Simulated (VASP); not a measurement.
Set up this calculation in VASP 6.6.1, as the native input.

```yaml
Task: single point
Functional: PBEsol-based screened hybrid with 25 % exact exchange
Potentials_or_basis: VASP PAW PBE potentials, release 64 (Co, O)
Cutoff: 520 eV
k_mesh: 5 × 5 × 5
Occupations: fermi-dirac, width 0.05 eV
Spin: collinear spin, ferromagnetic start
Starting_moments: "[2.0, 0.0] μB"
Dipole_correction: no
Grid_for_exact_exchange_PRECFOCK: Normal
Share_of_exact_exchange: 0.25
Further_INCAR_settings: ALGO = Normal; EDIFF = 1e-06; NBANDS = 18
Screening_parameter: 0.207 1/Å
```

CoO:

```
CELL_PARAMETERS angstrom
0.00000 2.26751 2.26751
2.26751 0.00000 2.26751
2.26751 2.26751 0.00000
ATOMIC_POSITIONS crystal
Co 0.00000 0.00000 0.00000
O 0.25000 0.25000 0.25000
```

The input as run:

POSCAR

```
CoO
1.0
    0.0000000000      2.2675140679      2.2675140679
    2.2675140679      0.0000000000      2.2675140679
    2.2675140679      2.2675140679      0.0000000000
Co O
1 1
Direct
    0.0000000000      0.0000000000      0.0000000000
    0.2500000000      0.2500000000      0.2500000000
```

INCAR.step1

```
PREC     = Accurate       # precision mode
ENCUT    = 520            # plane-wave cutoff, eV
EDIFF    = 1E-5           # SCF threshold, eV
ISMEAR   = -1             # smearing method
SIGMA    = 0.05           # smearing width, eV
LREAL    = F              # projectors in reciprocal space
LASPH    = T              # aspherical terms in the spheres
NELM     = 150            # most SCF steps
ALGO     = Normal         # electronic algorithm
ISIF     = 2              # what is computed and relaxed
LWAVE    = T              # write WAVECAR
LCHARG   = F              # write CHGCAR
ISPIN    = 2              # spin polarisation
MAGMOM   = 2 0            # initial moments
LORBIT   = 11             # projections on sites
LMAXMIX  = 4              # l up to which the mixer works
NBANDS   = 18             # bands
GGA      = PE             # functional
```

INCAR.step2

```
PREC     = Accurate       # precision mode
ENCUT    = 520            # plane-wave cutoff, eV
EDIFF    = 1E-6           # SCF threshold, eV
ISMEAR   = -1             # smearing method
SIGMA    = 0.05           # smearing width, eV
LREAL    = F              # projectors in reciprocal space
LASPH    = T              # aspherical terms in the spheres
NELM     = 150            # most SCF steps
ALGO     = Normal         # electronic algorithm
ISIF     = 2              # what is computed and relaxed
LWAVE    = F              # write WAVECAR
LCHARG   = F              # write CHGCAR
ISPIN    = 2              # spin polarisation
MAGMOM   = 2 0            # initial moments
LORBIT   = 11             # projections on sites
LMAXMIX  = 4              # l up to which the mixer works
GGA      = PS             # functional
LHFCALC  = T              # exact exchange
AEXX     = 0.25           # exact-exchange fraction
HFSCREEN = 0.207          # screening, 1/A
PRECFOCK = Normal       
NBANDS   = 18             # bands
ISTART   = 1
```

KPOINTS

```
Automatic mesh
0
Gamma
  5 5 5
```

Potentials or basis: VASP PAW PBE potentials, release 64 (Co, O).

Command:

```sh
$ cat potpaw_PBE.64/Co/POTCAR potpaw_PBE.64/O/POTCAR > POTCAR
$ cp INCAR.step1 INCAR
$ mpirun -np 1 vasp_std > vasp.out
$ cp INCAR.step2 INCAR
$ mpirun -np 1 vasp_std > vasp.out
```

It gave:

The pressure is 0.3 GPa. The band gap on the k mesh is 1.71 eV, the net moment is 3.00 μB per cell and the site moments are Co +2.67; O +0.20 μB. The valence electrons inside the program's atomic spheres are Co 7.94; O 5.05.

Caveat: the k points lie up to 0.48 Å⁻¹ apart; the PAW data sets were made with another functional, which shifts forces and pressure a little; a cell with one magnetic atom can't hold antiferromagnetic order, which such compounds often take.

Run time: 34 min on 1 thread of Intel Xeon 8259CL (shared host), peak memory 0.27 GiB.
